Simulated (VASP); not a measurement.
# TaVN2 (I4/mmm) in VASP: single point with PBE

Aim: the single point of TaVN2 with PBE.

Program: VASP 6.6.1. These are calculated values, not measurements. Logs are shortened: lines on timing, memory, paths and dates and some standing lists are left out, and cuts for length are marked.

## (1) The cell of the first run

The structure is tetragonal, space group I4/mmm (No. 139). The conventional cell has a = 3.745 Å, b = 3.745 Å, c = 7.627 Å, α = 90.00°, β = 90.00°, γ = 90.00°. Ta (site symmetry 4/mmm) has 10 N at 2.38 to 3.01 Å and 4 V at 2.65 Å within 3.1 Å. V (site symmetry 4/mmm) has 2 N at 1.44 Å within 1.9 Å. Within 1.9 Å of N (site symmetry 4mm) lie 1 V at 1.44 Å.

## (2) Single point, PBE, collinear spin, ferromagnetic start

The input, INCAR:

```
SYSTEM = TaVN2
PREC = Accurate
ENCUT = 520
EDIFF = 1E-7
ISMEAR = 0
SIGMA = 0.1
LREAL = .False.
LASPH = .True.
NELM = 150
ALGO = Normal
ISIF = 2
LWAVE = .False.
LCHARG = .False.
ISPIN = 2
MAGMOM = 0 2 0 0
LORBIT = 11
LMAXMIX = 4
GGA = PE
NBANDS = 29
```

The input, KPOINTS:

```
regular mesh
0
Gamma
  6 6 6
  0 0 0
```

The input, POSCAR:

```
TaVN2
1.0
   -1.8726028000      1.8726028000      3.8136341800
    1.8726028000     -1.8726028000      3.8136341800
    1.8726028000      1.8726028000     -3.8136341800
Ta V N
1 1 2
Direct
    0.0000000000      0.0000000000      0.0000000000
    0.5000000000      0.5000000000      0.0000000000
    0.6884929400      0.6884929400      0.0000000000
    0.3115070600      0.3115070600      0.0000000000
```

Potentials or basis: VASP PAW PBE potentials, release 64 (Ta_pv, V_sv, N).

The run is started by

```bash
$ cat potpaw_PBE.64/Ta_pv/POTCAR potpaw_PBE.64/V_sv/POTCAR potpaw_PBE.64/N/POTCAR > POTCAR
$ mpirun -np 1 vasp_std > vasp.out
```

OUTCAR:

```text
SYSTEM = TaVN2
   PREC = Accurate
   ENCUT = 520
   EDIFF = 1E-7
   ISMEAR = 0
   LREAL = .False.
   LASPH = .True.
   NELM = 150
   ISIF = 2
   ISPIN = 2
   LORBIT = 11
   GGA = PE

 ion  position               nearest neighbor table
   1  0.000  0.000  0.000-   3 2.38   4 2.38   2 2.65   2 2.65   2 2.65   2 2.65
   2  0.500  0.500  0.000-   3 1.44   4 1.44   1 2.65   1 2.65   1 2.65   1 2.65
   3  0.688  0.688  0.000-   2 1.44   1 2.38
   4  0.312  0.312  0.000-   2 1.44   1 2.38

  LATTYP: Found a body centered tetragonal cell.
 ALAT       =     3.7452056000
 C/A-ratio  =     2.0365419618

  Lattice vectors:

 A1 = (  -1.8726028000,   1.8726028000,   3.8136341800)
 A2 = (   1.8726028000,  -1.8726028000,   3.8136341800)
 A3 = (   1.8726028000,   1.8726028000,  -3.8136341800)

Analysis of symmetry for initial positions (statically):
=====================================================================
 Subroutine PRICEL returns:
 Original cell was already a primitive cell.

 Routine SETGRP: Setting up the symmetry group for a
 body centered tetragonal supercell.

 Subroutine GETGRP returns: Found 16 space group operations
 (whereof 16 operations were pure point group operations)
 out of a pool of 16 trial point group operations.

The static configuration has the point symmetry D_4h.

Analysis of symmetry for dynamics (positions and initial velocities):
=====================================================================
 Subroutine PRICEL returns:
 Original cell was already a primitive cell.

 Routine SETGRP: Setting up the symmetry group for a
 body centered tetragonal supercell.

 Subroutine GETGRP returns: Found 16 space group operations
 (whereof 16 operations were pure point group operations)
 out of a pool of 16 trial point group operations.

The dynamic configuration has the point symmetry D_4h.

Analysis of structural, dynamic, and magnetic symmetry:
=====================================================================
 Subroutine PRICEL returns:
 Original cell was already a primitive cell.

 Routine SETGRP: Setting up the symmetry group for a
 body centered tetragonal supercell.

 Subroutine GETGRP returns: Found 16 space group operations
 (whereof 16 operations were pure point group operations)
 out of a pool of 16 trial point group operations.

The overall configuration has the point symmetry D_4h.

 Subroutine INISYM returns: Found 16 space group operations
 (whereof 16 operations are pure point group operations),
 and found     1 'primitive' translations

----------------------------------------------------------------------------------------

                                     Primitive cell

  volume of cell :      53.4922

  direct lattice vectors                    reciprocal lattice vectors
    -1.872602800  1.872602800  3.813634180     0.000000000  0.267008038  0.131108538
     1.872602800 -1.872602800  3.813634180     0.267008038  0.000000000  0.131108538
     1.872602800  1.872602800 -3.813634180     0.267008038  0.267008038  0.000000000

  length of vectors
     4.642961140  4.642961140  4.642961140     0.297460487  0.297460487  0.377606389

  position of ions in fractional coordinates (direct lattice)
     0.000000000  0.000000000  0.000000000
     0.500000000  0.500000000  0.000000000
     0.688492940  0.688492940  0.000000000
     0.311507060  0.311507060  0.000000000

  ion indices of the primitive-cell ions
   primitive index   ion index
                 1           1
                 2           2
                 3           3
                 4           4

----------------------------------------------------------------------------------------

 KPOINTS: regular mesh

Automatic generation of k-mesh.
 Grid dimensions read from file:
 generate k-points for:    6    6    6

 Generating k-lattice:

  Cartesian coordinates                     Fractional coordinates (reciprocal lattice)
     0.000000000  0.044501340  0.021851423     0.166666667  0.000000000  0.000000000
     0.044501340  0.000000000  0.021851423     0.000000000  0.166666667  0.000000000
     0.044501340  0.044501340  0.000000000     0.000000000  0.000000000  0.166666667

  Length of vectors
     0.049576748  0.049576748  0.062934398

  Shift w.r.t. Gamma in fractional coordinates (k-lattice)
     0.000000000  0.000000000  0.000000000

 Subroutine IBZKPT returns following result:
 ===========================================

 Found     30 irreducible k-points:

 Following reciprocal coordinates:
            Coordinates               Weight
  0.000000  0.000000  0.000000      1.000000
  0.166667  0.000000  0.000000      8.000000
  0.333333  0.000000  0.000000      8.000000
  0.500000  0.000000  0.000000      4.000000
  0.166667  0.166667  0.000000      8.000000
  0.333333  0.166667  0.000000     16.000000
[... 16 lines left out ...]
 -0.333333 -0.333333  0.166667      8.000000
 -0.166667 -0.333333  0.166667      8.000000
 [... further k-points ...]
   k-points           NKPTS =     30   k-points in BZ     NKDIM =     30   number of bands    NBANDS=     29
   number of dos      NEDOS =    301   number of ions     NIONS =      4
   total plane-waves  NPLWV =  46656
   dimension x,y,z NGX =    36 NGY =   36 NGZ =   36
   dimension x,y,z NGXF=    72 NGYF=   72 NGZF=   72
   ions per type =               1   1   2
   NGX,Y,Z   is equivalent  to a cutoff of  12.89, 12.89, 12.89 a.u.
   NGXF,Y,Z  is equivalent  to a cutoff of  25.78, 25.78, 25.78 a.u.
 SYSTEM =  TaVN2
   PREC   = accura    normal or accurate (medium, high low for compatibility)
   ISTART =      0    job   : 0-new  1-cont  2-samecut
   ICHARG =      2    charge: 1-file 2-atom 10-const
   ISPIN  =      2    spin polarized calculation?
   LNONCOLLINEAR =      F non collinear calculations
   LSORBIT =      F    spin-orbit coupling
   LASPH  =      T    aspherical Exc in radial PAW
   ENCUT  =  520.0 eV  38.22 Ry    6.18 a.u.   8.63  8.63  8.63*2*pi/ulx,y,z
   NELM   =    150;   NELMIN=  2; NELMDL= -5     # of ELM steps
   EDIFF  = 0.1E-06   stopping-criterion for ELM
   LREAL  =      F    real-space projection
   EDIFFG = 0.1E-05   stopping-criterion for IOM
   NSW    =      0    number of steps for IOM
   IBRION =     -1    ionic relax: 0-MD 1-quasi-New 2-CG
   NFREE  =      0    steps in history (QN), initial steepest desc. (CG)
   ISIF   =      2    stress and relaxation
   ISYM   =      2    0-nonsym 1-usesym 2-fastsym
   POTIM  = 0.5000    time-step for ionic-motion
   TEBEG  =    0.0;   TEEND  =   0.0 temperature during run
   PSTRESS=    0.0 pullay stress
   NELECT =      34.0000    total number of electrons
   NUPDOWN=      -1.0000    fix difference up-down
   EMIN   =  10.00;   EMAX   =-10.00  energy-range for DOS
   EFERMI =   0.00;   METHOD = LEGACY
   ISMEAR =     0;   SIGMA  =   0.10  broadening in eV -4-tet -1-fermi 0-gaus
   EFERMI_NEDOS =   21; number of points for ismear=-14 and -15
   IALGO  =     38    algorithm
   IMIX   =      4    mixing-type and parameters
     AMIX     =   0.40;   BMIX     =  1.00
     AMIX_MAG =   1.60;   BMIX_MAG =  1.00
  volume/ion in A,a.u.               =      13.37        90.25
  Fermi-wavevector in a.u.,A,eV,Ry     =   1.407573  2.659928 26.956714  1.981263
  Thomas-Fermi vector in A             =   2.529819
   LORBIT       =     11    0 simple, 1 ext, 2 COOP (PROOUT), +10 PAW based schemes
   GGA     = PE    functional components
   LHFCALC =     F    Hartree Fock is set to
   AEXX    =    0.0000 exact exchange contribution
   IVDW    =     0    specifies the selected vdW correction
   LEPSILON=     F    determine dielectric tensor
   LRPA    =     F    only Hartree local field effects (RPA)
 spin polarized calculation
 Gauss-broadening in eV      SIGMA  =   0.10
  energy-cutoff  :      520.00
  volume of cell :       53.49
 maximum number of plane-waves:      1462
 NGX is ok and might be reduce to    36
   NGX = 17   NGY = 17   NGZ = 17

 number of electron      34.0000002 magnetization      -0.0168918

 number of electron      34.0000002 magnetization       0.0000079

 Free energy of the ion-electron system (eV)
  ---------------------------------------------------
  ext. energy  EPLUGINS =         0.00000000
  ---------------------------------------------------
  free energy    TOTEN  =       -27.96060914 eV

  energy without entropy =      -27.94925701  energy(sigma->0) =      -27.95493307

 E-fermi :   5.1494     XC(G=0): -11.4251

 val. band max:        5.1447023695   @ k =  -0.1667   0.1667   0.0000
 cond. band min:       5.1738109780   @ k =   0.5000   0.5000   0.1667
 fundamental gap:      0.0291086086
 Fermi energy:         5.1494111197

 spin component 1

 k-point     1 :       0.0000    0.0000    0.0000
  band No.  band energies     occupation
      1     -58.4099      1.00000
      2     -34.2842      1.00000
      3     -32.0206      1.00000
      4     -32.0206      1.00000
      5     -30.2434      1.00000
      6     -29.9763      1.00000
[... 21 lines left out ...]
     28      14.4988      0.00000
     29      14.8871      0.00000

 k-point     2 :       0.1667    0.0000    0.0000
  band No.  band energies     occupation
      1     -58.4100      1.00000
      2     -34.2844      1.00000
      3     -32.0083      1.00000
      4     -32.0046      1.00000
      5     -30.2445      1.00000
      6     -30.0081      1.00000
[... 21 lines left out ...]
     28      15.0351      0.00000
     29      15.6901      0.00000

 k-point     3 :       0.3333    0.0000    0.0000
  band No.  band energies     occupation
      1     -58.4099      1.00000
      2     -34.2842      1.00000
      3     -31.9824      1.00000
      4     -31.9717      1.00000
      5     -30.2465      1.00000
      6     -30.0727      1.00000
[... 638 lines left out ...]
      5     -30.2488      1.00000
      6     -30.0558      1.00000
[... 21 lines left out ...]
     28      14.9499      0.00000
     29      16.4779      0.00000

 k-point    24 :      -0.1667   -0.3333    0.1667
  band No.  band energies     occupation
      1     -58.4099      1.00000
      2     -34.2868      1.00000
      3     -32.0090      1.00000
      4     -32.0054      1.00000
      5     -30.2476      1.00000
      6     -30.0080      1.00000
[... 21 lines left out ...]
     28      15.1004      0.00000
     29      16.4887      0.00000

 [... further k-points ...]

 spin component 2

 k-point     1 :       0.0000    0.0000    0.0000
  band No.  band energies     occupation
      1     -58.4099      1.00000
      2     -34.2843      1.00000
      3     -32.0205      1.00000
      4     -32.0205      1.00000
      5     -30.2434      1.00000
      6     -29.9764      1.00000
[... 21 lines left out ...]
     28      14.4988      0.00000
     29      14.8871      0.00000

 k-point     2 :       0.1667    0.0000    0.0000
  band No.  band energies     occupation
      1     -58.4100      1.00000
      2     -34.2844      1.00000
      3     -32.0082      1.00000
      4     -32.0046      1.00000
      5     -30.2445      1.00000
      6     -30.0082      1.00000
[... 21 lines left out ...]
     28      15.0351      0.00000
     29      15.6901      0.00000

 k-point     3 :       0.3333    0.0000    0.0000
  band No.  band energies     occupation
      1     -58.4099      1.00000
      2     -34.2843      1.00000
      3     -31.9823      1.00000
      4     -31.9717      1.00000
      5     -30.2465      1.00000
      6     -30.0727      1.00000
[... 638 lines left out ...]
      5     -30.2488      1.00000
      6     -30.0559      1.00000
[... 21 lines left out ...]
     28      14.9499      0.00000
     29      16.4779      0.00000

 k-point    24 :      -0.1667   -0.3333    0.1667
  band No.  band energies     occupation
      1     -58.4099      1.00000
      2     -34.2868      1.00000
      3     -32.0090      1.00000
      4     -32.0054      1.00000
      5     -30.2476      1.00000
      6     -30.0081      1.00000
[... 21 lines left out ...]
     28      15.1004      0.00000
     29      16.4887      0.00000

 [... further k-points ...]

------------------------ aborting loop because EDIFF is reached ----------------------------------------

  FORCE on cell =-STRESS in cart. coord.  units (eV):
  Direction    XX          YY          ZZ          XY          YZ          ZX
  --------------------------------------------------------------------------------------
  -------------------------------------------------------------------------------------
  Total        1.6421844      1.6421844     47.5233555      0.0000000      0.0000000      0.0000000
  in kB       49.1860734     49.1860734   1423.4011757      0.0000000      0.0000000      0.0000000
  external PRESSURE =     507.2577742 kB  Pullay stress =       0.0000000 kB

 VOLUME and BASIS-vectors are now :
 -----------------------------------------------------------------------------
  energy-cutoff  :      520.00
  volume of cell :       53.49
      direct lattice vectors                 reciprocal lattice vectors
    -1.872602800  1.872602800  3.813634180     0.000000000  0.267008038  0.131108538
     1.872602800 -1.872602800  3.813634180     0.267008038  0.000000000  0.131108538
     1.872602800  1.872602800 -3.813634180     0.267008038  0.267008038  0.000000000

 POSITION                                       TOTAL-FORCE (eV/Angst)
 -----------------------------------------------------------------------------------
      0.00000      0.00000      0.00000         0.000000      0.000000     -0.000000
      0.00000      0.00000      3.81363         0.000000      0.000000     -0.000000
      0.00000      0.00000      5.25132        -0.000000     -0.000000     20.610975
      0.00000      0.00000      2.37595         0.000000      0.000000    -20.610975
 -----------------------------------------------------------------------------------
    total drift:                                0.000000     -0.000000      0.000000

  FREE ENERGIE OF THE ION-ELECTRON SYSTEM (eV)
  ---------------------------------------------------
  free  energy   TOTEN  =       -27.9606091375 eV

  energy  without entropy=      -27.9492570103  energy(sigma->0) =      -27.95493307

 total charge

# of ion       s       p       d       tot
------------------------------------------
    1        0.377   6.080   2.132   8.589
    2        2.544   6.722   4.295  13.561
    3        1.358   2.410   0.000   3.768
    4        1.358   2.410   0.000   3.768
--------------------------------------------------
tot          5.635  17.623   6.427  29.686

 magnetization (x)

# of ion       s       p       d       tot
------------------------------------------
    1       -0.000  -0.000  -0.000  -0.000
    2        0.000   0.000   0.000   0.000
    3        0.000   0.000   0.000   0.000
    4        0.000   0.000   0.000   0.000
--------------------------------------------------
tot          0.000   0.000  -0.000   0.000
```

It took 69 s on 1 thread of Intel Xeon Platinum 8488C (Sapphire Rapids), shared host; peak memory 0.28 GiB.

What came out:

```yaml
Free_energy: -27.9606 eV
Pressure: 50.7 GPa
Largest_force: 20.611 eV/Å
Band_gap_on_the_k_mesh: zero (filled and empty bands overlap)
Net_moment: 0.00 μB per cell
Valence_electrons_inside_the_program's_atomic_spheres: Ta 8.59; V 13.56; N 3.77
```

Forces in eV/Å, atoms in the order of the input:
```
Ta    0.000   0.000   0.000
V     0.000   0.000   0.000
N     0.000   0.000  20.611
N     0.000   0.000 -20.611
```

Caveat: the k points lie up to 0.40 Å⁻¹ apart; spin-orbit coupling is left out, which moves the levels of the heavy elements; forces of over 1 eV/Å act on the atoms, so gaps and moduli don't describe the material at rest. With open d or f shells a metallic result of PBE can be an artefact of self-interaction; +U or a hybrid may open a gap.
